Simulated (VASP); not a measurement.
A run of VASP 6.6.1 is set up as follows.

Contents of INCAR:

```
PREC = Accurate ; ENCUT = 520
EDIFF = 1E-6 ; ISMEAR = 0
SIGMA = 0.01 ; LREAL = Auto
LASPH = T ; NELM = 80
ALGO = Normal ; ISIF = 2
LWAVE = F ; LCHARG = F
GGA = PE ; NBANDS = 83
```

KPOINTS

```
regular mesh
0
Gamma
  4 4 2
```

File POSCAR:

```
Si16C15
1.0
    3.0941201761     -5.3591733614      0.0000000000
   -6.1882403623      0.0000000058      0.0000000000
    0.0000000000      0.0000000000    -10.1293391959
Si C
16 15
Direct
    0.3338998347      0.1677558867      0.0658700813
    0.8338452690      0.1678469806      0.0609378699
    0.3335246390      0.6675507424      0.0608801097
    0.8338491962      0.6675720080      0.0609253723
    0.1669833976      0.3342044213      0.5624752774
    0.6668651943      0.3342204550      0.5624491495
    0.1669880563      0.8343624687      0.5624896779
    0.6668959909      0.8342205514      0.5629763764
    0.5055774227     -0.0046073527      0.3133775177
    0.9891550370     -0.0046553748      0.3135537519
    0.5055854953      0.5117145257      0.3133369626
    1.0001872918      0.5008612492      0.3125503041
    0.0003465579      0.5009567944      0.8114627400
    0.5000249347      0.5002984037      0.8127020431
    0.0011664868      1.0013855168      0.8127510947
    0.5000169070      1.0013223219      0.8127206655
    0.8353718757      0.1712133727      0.2483835829
    0.3298126186      0.6656555215      0.2483385918
    0.8353662871      0.6657005547      0.2483791143
    0.1671672181      0.3342091805      0.7501001375
    0.6667801584      0.3341842363      0.7500694429
    0.1671605772      0.8345498461      0.7501126707
    0.6670799237      0.8343544891      0.7510786502
    0.0001635255      0.0008700309      0.5001610494
    0.5002477780      0.0009288383      0.5000485926
    0.0002844962      0.5009284911      0.4994943484
    0.5002232111      0.5008432259      0.5000182895
    0.5005283938      0.5012031296      1.0002394251
    1.0003847069      0.5009599270      0.9984309014
    0.5005266237      1.0009043827      1.0002573840
    1.0003440697      1.0009603940      1.0003317459
```

Potentials or basis: VASP PAW PBE potentials, release 64 (Si, C).

Command:

```console
$ cat potpaw_PBE.64/Si/POTCAR potpaw_PBE.64/C/POTCAR > POTCAR
$ mpirun -np 1 vasp_std > vasp.out
```

(1) What does it give for the pressure?

(2) Predict the largest force.

Results:

(1) 0.0 GPa.

(2) 0.014 eV/Å.

Caveat: the cell differs from its parent crystal (atoms taken out, then relaxed in part).
